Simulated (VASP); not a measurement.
AlN, 2 atoms in the cell. It takes space group R-3m (No. 166, trigonal). Conventional cell: a = 2.592 Å, b = 2.592 Å, c = 7.163 Å, α = 90.00°, β = 90.00°, γ = 120.00°. Al (site symmetry -3m) has 6 N at 1.91 Å within 2.5 Å. N (site symmetry -3m) has 6 Al at 1.91 Å within 2.5 Å. 

* Program: VASP 6.6.1
* Task: single point
* Functional: PBEsol
* Potentials or basis: VASP PAW PBE potentials, release 64 (Al, N)
* Cutoff: 520 eV
* k mesh: 10 × 10 × 10
* Occupations: gaussian, width 0.05 eV
* Spin: no spin polarisation
* Dipole correction: no
* Further INCAR settings: ALGO = Normal; EDIFF = 1e-06; NBANDS = 11

Potentials or basis: VASP PAW PBE potentials, release 64 (Al, N).

The run is started by

```bash
$ cat potpaw_PBE.64/Al/POTCAR potpaw_PBE.64/N/POTCAR > POTCAR
$ mpirun -np 1 vasp_std > vasp.out
```

Hardware: 1 thread of AMD EPYC 7R43 64-Core Processor (Zen 3), with other jobs on the host.

Estimate the wall time of this run.

It took 21 s on 1 thread of AMD EPYC 7R43 64-Core Processor (Zen 3), with other jobs on the host, peak memory 0.1 GiB. Counts: scf iterations 12, k points 116.
